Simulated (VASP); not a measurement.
Al2O3:

```
Al O
1.0
     2.88433    0.00000    0.00000
    -1.44216    2.49790    0.00000
     0.00000    0.00000    9.33675
Al O
2 3
Direct
  0.00000 0.00000 0.14999
  0.00000 0.00000 0.85001
  0.33333 0.66667 0.22232
  0.66667 0.33333 0.00000
  0.33333 0.66667 0.77768
```

- Program: VASP 6.6.1
- Task: relaxation of cell and atoms
- Functional: PBEsol
- Potentials or basis: VASP PAW PBE potentials, release 64 (Al, O)
- Cutoff: 700 eV
- k mesh: 4 × 4 × 2, shifted
- Occupations: gaussian, width 0.01 eV
- Spin: no spin polarisation

At the start: pressure -2.9 GPa; volume 13.45 Å³/atom.

Question: Where does the relaxation end?

Answer: Over 72 steps the energy falls by 5.6 meV/atom and the volume is 11.51 Å³/atom (-14.5 %); space group P-6m2 (No. 187, to 0.1 Å) before, Amm2 (No. 38, to 0.1 Å).

The path:
```
step  energy change (eV)  largest force (eV/Å)  pressure (GPa)  volume (Å³)
   1              0.0000                0.1442           -2.94        67.27
   3             -0.0124                0.1672           -0.05        66.05
   5             -0.0134                0.0218           -0.03        65.93
   7             -0.0138                0.0363            0.01        65.84
   9             -0.0144                0.0982            0.20        65.42
  11             -0.0145                0.0995            0.19        65.40
  13             -0.0149                0.1045            0.13        65.32
  15             -0.0164                0.1210           -0.05        65.00
  17             -0.0176                0.1237           -0.12        64.47
  19             -0.0187                0.0739            0.55        63.67
  21             -0.0199                0.0635            0.15        64.03
  23             -0.0212                0.0425           -0.27        64.25
  25             -0.0215                0.0224           -0.01        64.12
  27             -0.0215                0.0160           -0.02        64.11
  29             -0.0216                0.0270           -0.04        64.07
  31             -0.0217                0.0134           -0.01        63.99
  33             -0.0218                0.0244            0.03        63.86
  35             -0.0220                0.0201           -0.02        63.75
  37             -0.0224                0.0514           -0.21        63.33
  39             -0.0229                0.0106           -0.01        63.01
  41             -0.0229                0.0296            0.10        62.85
  43             -0.0231                0.0350            0.04        62.54
  45             -0.0233                0.0359           -0.13        62.42
  47             -0.0235                0.0266           -0.06        62.17
  49             -0.0237                0.0210           -0.02        62.00
  51             -0.0241                0.0477            0.05        61.59
  53             -0.0246                0.0794            0.20        60.79
  55             -0.0249                0.0587            0.12        60.84
  57             -0.0256                0.0788           -0.25        59.84
  59             -0.0268                0.0416           -0.27        58.95
  61             -0.0271                0.0732           -0.23        58.37
  63             -0.0275                0.0302            0.08        57.83
  65             -0.0275                0.0302            0.11        57.78
  67             -0.0277                0.0322           -0.06        57.65
  69             -0.0277                0.0128           -0.04        57.54
  71             -0.0277                0.0131           -0.04        57.57
  72             -0.0278                0.0063            0.01        57.55
```

Final structure:
```yaml
crystal:
  lattice:
    - [2.84281, 0.04351, 0.00000]
    - [-1.38372, 2.48373, 0.00000]
    - [0.00000, 0.00000, 8.08120]
  atoms:
    - { symbol: Al, position: [0.99208, 0.00793, 0.17212] }
    - { symbol: Al, position: [0.99208, 0.00793, 0.82788] }
    - { symbol: O, position: [0.33173, 0.66827, 0.25552] }
    - { symbol: O, position: [0.68572, 0.31426, 0.00000] }
    - { symbol: O, position: [0.33173, 0.66827, 0.74448] }
```

Caveat: the PAW data sets were made with another functional, which shifts forces and pressure a little.
